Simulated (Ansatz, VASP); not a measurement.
## CaS in VASP and in Ansatz

```xyz
2
Lattice="0.0000 2.7825 2.7825 2.7825 0.0000 2.7825 2.7825 2.7825 0.0000" Properties=species:S:1:pos:R:3 pbc="T T T"
Ca    0.0000    0.0000    0.0000
S     2.7825    2.7825    2.7825
```

Alike in both runs: functional LDA; k mesh 8 × 8 × 8; occupations fermi-dirac, width 0.02 eV; no spin polarisation.

Ansatz relaxed the structure, and its values are those at the end. VASP's run is a single point on that final structure, the one shown.

|  | VASP | Ansatz |
| --- | --- | --- |
| version | VASP 6.6.1 | Ansatz 0.2.0 |
| potentials or method | VASP PAW LDA potentials, release 64 (Ca_sv, S), cutoff 500 eV | all-electron LAPW, scalar-relativistic |

VASP gave:

| Item | Value |
| --- | --- |
| pressure (GPa) | 0.2 |

Task: What did Ansatz give for the same quantities?

Result: Pressure (GPa): 0.0.

LDA's correlation is that of Perdew and Zunger in VASP and of Perdew and Wang (1992) in Ansatz. Ansatz ran all-electron here, and VASP with PAW potentials.
